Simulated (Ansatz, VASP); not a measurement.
## Two plane-wave programs on CO2

INCAR

```
PREC = Accurate ; ENCUT = 520
EDIFF = 1E-6 ; ISMEAR = 0
SIGMA = 0.1 ; LREAL = F
LASPH = T ; NELM = 60
ALGO = Normal ; ISIF = 2
LWAVE = F ; LCHARG = T
GGA = PE ; IVDW = 13
LELF = T ; LVHAR = T
NBANDS = 44
```

The input KPOINTS:

```
Automatic mesh
0
Gamma
  4 4 4
```

POSCAR

```
CO2
1.0
    5.6300000000      0.0000000000      0.0000000000
    0.0000000000      5.6300000000      0.0000000000
    0.0000000000      0.0000000000      5.6300000000
C O
4 8
Direct
    0.0000000000      0.0000000000      0.0000000000
    0.5000000000      0.0000000000      0.5000000000
    0.5000000000      0.5000000000      0.0000000000
    0.0000000000      0.5000000000      0.5000000000
    0.1080000000      0.1080000000      0.1080000000
    0.3920000000      0.8920000000      0.6080000000
    0.6080000000      0.3920000000      0.8920000000
    0.8920000000      0.6080000000      0.3920000000
    0.8920000000      0.8920000000      0.8920000000
    0.6080000000      0.1080000000      0.3920000000
    0.3920000000      0.6080000000      0.1080000000
    0.1080000000      0.3920000000      0.6080000000
```

Input for Ansatz:

```yaml
crystal:
  lattice:
    - [5.63, 0.0, 0.0]
    - [0.0, 5.63, 0.0]
    - [0.0, 0.0, 5.63]
  atoms:
    - { symbol: C, position: [0.0, 0.0, 0.0] }
    - { symbol: C, position: [0.5, 0.0, 0.5] }
    - { symbol: C, position: [0.5, 0.5, 0.0] }
    - { symbol: C, position: [0.0, 0.5, 0.5] }
    - { symbol: O, position: [0.108, 0.108, 0.108] }
    - { symbol: O, position: [0.392, 0.892, 0.608] }
    - { symbol: O, position: [0.608, 0.392, 0.892] }
    - { symbol: O, position: [0.892, 0.608, 0.392] }
    - { symbol: O, position: [0.892, 0.892, 0.892] }
    - { symbol: O, position: [0.608, 0.108, 0.392] }
    - { symbol: O, position: [0.392, 0.608, 0.108] }
    - { symbol: O, position: [0.108, 0.392, 0.608] }
basis:
  ecutwfc: 420
kpoints:
  mp_grid: { grid: [4, 4, 4] }
hamiltonian:
  xc: pbe
  dispersion: d4
  pseudopotentials: { kind: paw }
scf:
  occupations: { method: gaussian, width: 0.1 }
output:
  forces: true
  stress: true
  eigenvalues: true
```

Alike in both runs: task single point; functional PBE; dispersion D4; k mesh 4 × 4 × 4; occupations gaussian, width 0.1 eV; no spin polarisation.

|  | VASP | Ansatz |
| --- | --- | --- |
| version | VASP 6.6.1 | Ansatz 0.2.0 |
| potentials or method | VASP PAW PBE potentials, release 64 (C, O), cutoff 520 eV | scalar-relativistic, plane waves, PAW |
| valence electrons in the cell | 64 | 64 |

VASP gave:

* gap on the k mesh at the Fermi level (eV): 7.64
* least direct gap on the mesh (eV): 7.64
* rms of the force components (eV/Å): 9.085

Task: Which values does Ansatz return?

Result: gap on the k mesh at the Fermi level (eV): 7.64; least direct gap on the mesh (eV): 7.64; rms of the force components (eV/Å): 8.415.

Atom by atom the forces differ by 0.670 eV/Å (rms over components).

Noted on VASP's run: the standard files for N, O and F lose accuracy on very short bonds.
